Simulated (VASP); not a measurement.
Set up this calculation in VASP 6.6.1, as the native input.

```yaml
Task: single point
Functional: PBE
Potentials_or_basis: VASP PAW PBE potentials, release 64 (Ge_d, Cu)
Cutoff: 520 eV
k_mesh: 7 × 7 × 1
Occupations: gaussian, width 0.1 eV
Spin: no spin polarisation
Dipole_correction: yes
Further_INCAR_settings: ALGO = Normal; EDIFF = 1e-06; NBANDS = 42
```

The structure of CuGe4 lies in POSCAR:

```
CuGe4
1.0
    4.0740542205      0.0000000000      0.0000000000
    0.0000000000      4.0740542205      0.0000000000
    0.0000000000      0.0000000000     19.8557568590
Ge Cu
4 1
Direct
    0.0000000000      0.5000000000      0.2014529100
    0.0000000000      0.0000000000      0.2739958855
    0.5000000000      0.0000000000      0.3493666156
    0.5000000000      0.5000000000      0.4208228837
    0.8750000000      1.0000000000      0.4429277159
```

These files were run (other wordings do the same):

INCAR

```
SYSTEM = CuGe4
ALGO = Normal
DIPOL = 0.5 0.5 0.338
EDIFF = 1E-6
ENCUT = 520
GGA = PE
IDIPOL = 3
ISIF = 2
ISMEAR = 0
LASPH = .True.
LCHARG = .True.
LDIPOL = .True.
LELF = .True.
LREAL = .False.
LVACPOTAV = .True.
LVHAR = .True.
LWAVE = .False.
NBANDS = 42
NELM = 80
PREC = Accurate
SIGMA = 0.1
```

KPOINTS

```
k-points
0
Gamma
  7 7 1
  0 0 0
```

Potentials or basis: VASP PAW PBE potentials, release 64 (Ge_d, Cu).

Command:

```console
$ cat potpaw_PBE.64/Ge_d/POTCAR potpaw_PBE.64/Cu/POTCAR > POTCAR
$ mpirun -np 1 vasp_std > vasp.out
```

Results of the run:

* Largest force: 1.050 eV/Å
* Band gap on the k mesh: zero (an odd number of electrons rules out a gap without spin polarisation)

It took 7.3 min on 1 thread of Intel(R) Xeon(R) 6975P-C (Granite Rapids) (shared host), peak memory 0.45 GiB.
